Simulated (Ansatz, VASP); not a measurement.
# One calculation of Sb, two programs

```
Sb
1.0
     3.12240    0.00000    0.00000
     0.00000    4.34752    0.00000
    -0.03891    0.00000    4.40585
Sb
2
Direct
  0.98858 0.75000 0.75656
  0.01139 0.25000 0.24117
```

Alike in both runs: task single point; functional PBEsol; k mesh 10 × 7 × 7; occupations fermi-dirac, width 0.1 eV; no spin polarisation.

```csv
,VASP,Ansatz
version,VASP 6.6.1,Ansatz 0.2.0
potentials or method,"VASP PAW PBE potentials, release 64 (Sb), cutoff 520 eV","plane waves, PAW"
valence electrons in the cell,10,30
```

```csv
,VASP,Ansatz,Ansatz less VASP
rms of the force components (eV/Å),0.062,0.056,-0.0053
```

VASP's potentials were made for PBE, not for PBEsol. Atom by atom the forces differ by 0.006 eV/Å (rms over components). With one functional, cell and mesh, what is left measures potentials, basis and numerics. VASP's potentials hold 10 valence electrons a cell and Ansatz's 30, so a difference there can come from the potentials and not from the codes.

Spin-orbit coupling is off throughout.
